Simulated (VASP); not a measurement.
# ZnS (scanat) (P6_3mc) in VASP: further runs, part 2 of 2

VASP 6.6.1. The steps go on from the part before.

### Step 4. Single point, r2SCAN

POSCAR reads:

```
ZnS
1.0
    3.7822379936      0.0000000000      0.0000000000
   -1.8911189968      3.2755141856      0.0000000000
    0.0000000000      0.0000000000      6.2081825480
Zn S
2 2
Direct
    0.3333333333      0.6666666667     -0.0184436468
    0.6666666667      0.3333333333      0.4815563532
    0.3333333333      0.6666666667      0.3934436468
    0.6666666667      0.3333333333      0.8934436468
```

INCAR.step1 reads:

```
SYSTEM = ZnS
PREC     = Accurate       ! precision mode
ENCUT    = 520            ! plane-wave cutoff, eV
ISMEAR   = 0              ! smearing method
SIGMA    = 0.01           ! smearing width, eV
LREAL    = .FALSE.        ! projectors in reciprocal space
LASPH    = .TRUE.         ! aspherical terms in the spheres
NELM     = 60             ! most SCF steps
NBANDS   = 26             ! bands
GGA      = PE             ! functional
ALGO     = Normal         ! electronic algorithm
EDIFF    = 1E-4           ! SCF threshold, eV
LWAVE    = .TRUE.         ! write WAVECAR
LCHARG   = .FALSE.        ! write CHGCAR
```

INCAR.step2 reads:

```
SYSTEM = ZnS
PREC     = Accurate       ! precision mode
ENCUT    = 520            ! plane-wave cutoff, eV
EDIFF    = 1E-6           ! SCF threshold, eV
ISMEAR   = 0              ! smearing method
SIGMA    = 0.01           ! smearing width, eV
LREAL    = .FALSE.        ! projectors in reciprocal space
LASPH    = .TRUE.         ! aspherical terms in the spheres
NELM     = 60             ! most SCF steps
ALGO     = Normal         ! electronic algorithm
ISIF     = 2              ! what is computed and relaxed
LWAVE    = .FALSE.        ! write WAVECAR
LCHARG   = .FALSE.        ! write CHGCAR
METAGGA  = R2SCAN         ! meta-GGA
LMIXTAU  = .TRUE.       
NBANDS   = 26             ! bands
ISTART   = 1
```

KPOINTS reads:

```
regular mesh
0
G
  9 9 6
  0 0 0
```

Run with:

```bash
> cat potpaw_PBE.64/Zn/POTCAR potpaw_PBE.64/S/POTCAR > POTCAR
> cp INCAR.step1 INCAR
> mpirun -np 1 vasp_std > vasp.out
> cp INCAR.step2 INCAR
> mpirun -np 1 vasp_std > vasp.out
```

Run time: 3.9 min. Hardware: 1 thread of Intel Xeon Platinum 8259CL at 2.50GHz (Skylake/Cascade Lake), shared host; peak memory 0.24 GiB.

Results (log left out):

```yaml
Free_energy: -37.4802 eV
Pressure: 3.3 GPa
Largest_force: 0.813 eV/Å
Band_gap_on_the_k_mesh: 2.98 eV, direct
```

Forces in eV/Å, atoms in the order of the input:
```
Zn   0.000  0.000  0.813
Zn   0.000  0.000  0.813
S    0.000  0.000 -0.813
S    0.000  0.000 -0.813
```

Stress tensor (GPa, compression positive):
```
 5.62  0.00  0.00
 0.00  5.62  0.00
 0.00  0.00 -1.31
```

Levels at points of the mesh, in eV from the valence-band top:
| k point | band 16 | band 17 | band 18 | band 19 | band 20 | band 21 |
| --- | --- | --- | --- | --- | --- | --- |
| (0.00, 0.00, 0.00) | -0.08 | -0.08 | 0.00 | 2.98 | 3.32 | 6.71 |
| (0.00, 0.00, 0.50) | -0.47 | -0.47 | -0.47 | 3.97 | 3.97 | 7.10 |

Caveat: the PAW data sets were made with another functional, which shifts forces and pressure a little. A k mesh can miss the band edges.

### Step 5. Single point, r2SCAN

POSCAR reads:

```
ZnS
1.0
    3.7822379936      0.0000000000      0.0000000000
   -1.8911189968      3.2755141856      0.0000000000
    0.0000000000      0.0000000000      6.2081825480
Zn S
2 2
Direct
    0.3333333333      0.6666666667     -0.0278842939
    0.6666666667      0.3333333333      0.4721157061
    0.3333333333      0.6666666667      0.4028842939
    0.6666666667      0.3333333333      0.9028842939
```

INCAR.step1 reads:

```
PREC = Accurate ; ENCUT = 520
ISMEAR = 0 ; SIGMA = 0.01
LREAL = False ; LASPH = True
NELM = 60 ; NBANDS = 26
GGA = PE ; ALGO = Normal
EDIFF = 1E-4 ; LWAVE = True
LCHARG = False
```

INCAR.step2 reads:

```
PREC = Accurate ; ENCUT = 520
EDIFF = 1E-6 ; ISMEAR = 0
SIGMA = 0.01 ; LREAL = False
LASPH = True ; NELM = 60
ALGO = Normal ; ISIF = 2
LWAVE = False ; LCHARG = False
METAGGA = R2SCAN ; LMIXTAU = True
NBANDS = 26 ; ISTART = 1
```

KPOINTS reads:

```
regular mesh
0
Gamma
  9 9 6
```

Potentials or basis: VASP PAW PBE potentials, release 64 (Zn, S).

Run with:

```bash
> cat potpaw_PBE.64/Zn/POTCAR potpaw_PBE.64/S/POTCAR > POTCAR
> cp INCAR.step1 INCAR
> mpirun -np 1 vasp_std > vasp.out
> cp INCAR.step2 INCAR
> mpirun -np 1 vasp_std > vasp.out
```

OUTCAR:

```text
PREC = Accurate
   ENCUT = 520
   EDIFF = 1E-6
   ISMEAR = 0
   LREAL = False
   LASPH = True
   NELM = 60
   ISIF = 2
   METAGGA = R2SCAN
   ISTART = 1

 ion  position               nearest neighbor table
   1  0.333  0.667  0.972-   4 2.23   4 2.23   4 2.23   3 2.67
   2  0.667  0.333  0.472-   3 2.23   3 2.23   3 2.23   4 2.67
   3  0.333  0.667  0.403-   2 2.23   2 2.23   2 2.23   1 2.67
   4  0.667  0.333  0.903-   1 2.23   1 2.23   1 2.23   2 2.67

  LATTYP: Found a hexagonal cell.
 ALAT       =     3.7822379936
 C/A-ratio  =     1.6414045225

  Lattice vectors:

 A1 = (   3.7822379936,   0.0000000000,   0.0000000000)
 A2 = (  -1.8911189968,   3.2755141856,   0.0000000000)
 A3 = (   0.0000000000,   0.0000000000,   6.2081825480)

Analysis of symmetry for initial positions (statically):
=====================================================================
 Subroutine PRICEL returns:
 Original cell was already a primitive cell.

[... 166 lines left out ...]

 Free energy of the ion-electron system (eV)
  ---------------------------------------------------
  ext. energy  EPLUGINS =         0.00000000
  ---------------------------------------------------
  free energy    TOTEN  =       -37.27873983 eV

  energy without entropy =      -37.27873983  energy(sigma->0) =      -37.27873983

 E-fermi :   2.0922     XC(G=0): -10.3883

 val. band max:        2.0246747709   @ k =   0.0000   0.0000   0.0000
 cond. band min:       5.1210043468   @ k =   0.0000   0.0000   0.0000
 fundamental gap:      3.0963295758
 Fermi energy:         2.0921869600

 k-point     1 :       0.0000    0.0000    0.0000
  band No.  band energies     occupation
      1     -11.8828      2.00000
      2     -11.0137      2.00000
      3      -4.8040      2.00000
      4      -4.8039      2.00000
      5      -4.7983      2.00000
      6      -4.7982      2.00000
[... 685 lines left out ...]
     25      12.7050      0.00000
     26      13.1759      0.00000

 [... further k-points ...]
[... 5 lines left out ...]
  --------------------------------------------------------------------------------------
  -------------------------------------------------------------------------------------
  Total        3.6144715      3.6144715     -0.4612577      0.0000000      0.0000000      0.0000000
  in kB       75.2943813     75.2943813     -9.6086278      0.0000000      0.0000000      0.0000000
  external PRESSURE =      46.9933783 kB  Pullay stress =       0.0000000 kB

 VOLUME and BASIS-vectors are now :
 -----------------------------------------------------------------------------
  energy-cutoff  :      520.00
  volume of cell :       76.91
      direct lattice vectors                 reciprocal lattice vectors
     3.782237994  0.000000000  0.000000000     0.264393727  0.152647790  0.000000000
    -1.891118997  3.275514186  0.000000000     0.000000000  0.305295579  0.000000000
     0.000000000  0.000000000  6.208182548     0.000000000  0.000000000  0.161077738

 POSITION                                       TOTAL-FORCE (eV/Angst)
 -----------------------------------------------------------------------------------
     -0.00000      2.18368      6.03507         0.000000      0.000000      0.855156
      1.89112      1.09184      2.93098        -0.000000     -0.000000      0.855156
     -0.00000      2.18368      2.50118         0.000000      0.000000     -0.855156
      1.89112      1.09184      5.60527         0.000000      0.000000     -0.855156
 -----------------------------------------------------------------------------------
    total drift:                               -0.000000     -0.000000     -0.052538

  FREE ENERGIE OF THE ION-ELECTRON SYSTEM (eV)
  ---------------------------------------------------
  free  energy   TOTEN  =       -37.2787398341 eV

  energy  without entropy=      -37.2787398341  energy(sigma->0) =      -37.27873983
```

OUTCAR.step1:

```text
PREC = Accurate
   ENCUT = 520
   ISMEAR = 0
   LREAL = False
   LASPH = True
[... 926 lines left out ...]
     -0.00000      2.18368      6.03507         0.000000     -0.000000      0.885080
      1.89112      1.09184      2.93098        -0.000000     -0.000000      0.885080
     -0.00000      2.18368      2.50118         0.000000      0.000000     -0.885080
      1.89112      1.09184      5.60527        -0.000000      0.000000     -0.885080
 -----------------------------------------------------------------------------------
    total drift:                               -0.000000     -0.000001      0.001967

  FREE ENERGIE OF THE ION-ELECTRON SYSTEM (eV)
  ---------------------------------------------------
  free  energy   TOTEN  =       -13.2007275891 eV

  energy  without entropy=      -13.2007275891  energy(sigma->0) =      -13.20072759
```

OSZICAR.step1:

```text
N       E                     dE             d eps       ncg     rms          rms(c)
DAV:   1     0.248487144359E+03    0.24849E+03   -0.17139E+04  2496   0.168E+03
DAV:   2     0.109717005786E+02   -0.23752E+03   -0.22656E+03  2546   0.353E+02
DAV:   3    -0.135513227387E+02   -0.24523E+02   -0.24290E+02  3038   0.113E+02
DAV:   4    -0.141439936486E+02   -0.59267E+00   -0.59142E+00  2878   0.176E+01
DAV:   5    -0.141533211455E+02   -0.93275E-02   -0.93250E-02  3018   0.219E+00    0.110E+01
DAV:   6    -0.132157510807E+02    0.93757E+00   -0.18679E+00  3784   0.396E+01    0.839E+00
DAV:   7    -0.132080690439E+02    0.76820E-02   -0.14277E+00  2650   0.720E+00    0.370E+00
DAV:   8    -0.132001652779E+02    0.79038E-02   -0.38746E-02  2954   0.165E+00    0.107E+00
DAV:   9    -0.132003588697E+02   -0.19359E-03   -0.10782E-02  3334   0.126E+00    0.251E-01
DAV:  10    -0.132005065569E+02   -0.14769E-03   -0.66388E-04  2838   0.375E-01    0.105E-01
DAV:  11    -0.132007275388E+02   -0.22098E-03   -0.31900E-04  2448   0.156E-01    0.620E-02
DAV:  12    -0.132007275891E+02   -0.50322E-07   -0.29647E-05  1488   0.824E-02
   1 F= -.13200728E+02 E0= -.13200728E+02  d E =-.195177E-36
```

Run time: 4.1 min. Hardware: 1 thread of Intel Xeon Platinum 8259CL at 2.50GHz (Skylake/Cascade Lake), shared host; peak memory 0.25 GiB.

Results:

```
Free energy            : -37.2787 eV
Pressure               : 4.7 GPa
Largest force          : 0.855 eV/Å
Band gap on the k mesh : 3.10 eV, direct
```

Forces on the atoms (eV/Å):
```
Zn   0.000  0.000  0.855
Zn   0.000  0.000  0.855
S    0.000  0.000 -0.855
S    0.000  0.000 -0.855
```

Stress tensor (GPa, compression positive):
```
 7.53  0.00  0.00
 0.00  7.53  0.00
 0.00  0.00 -0.96
```

Caveat: the PAW data sets were made with another functional, which shifts forces and pressure a little. r2SCAN opens gaps a little over a GGA but as a rule still falls short of measured ones.
